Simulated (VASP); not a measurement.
SiC:

```
CELL_PARAMETERS angstrom
0.00000 2.22174 2.22174
2.22174 0.00000 2.22174
2.22174 2.22174 0.00000
ATOMIC_POSITIONS crystal
Si 0.00000 0.00000 0.00000
C 0.75000 0.75000 0.75000
```

Base run:

| Quantity | Value |
| --- | --- |
| Program | VASP 6.6.1 |
| Functional | BLYP |
| Potentials or basis | VASP PAW PBE potentials, release 64 (Si, C) |
| Cutoff | 600 eV |
| k mesh | 10 × 10 × 10 |
| Occupations | fermi-dirac, width 0.05 eV |
| Spin | no spin polarisation |

Its results: band gap on the k mesh 1.74 eV (least direct gap 4.76 eV); pressure -3.7 GPa.

Task: The run is repeated on the same cell with these changes: functional from BLYP to r2SCAN; cutoff from 600 eV to 660 eV. What comes out?

Result: Band gap on the k mesh 1.76 eV (least direct gap 4.98 eV); pressure -12.4 GPa.

Caveats: the cell stands under tension; the PAW data sets were made with another functional, which shifts forces and pressure a little.

A k mesh can miss the band edges.
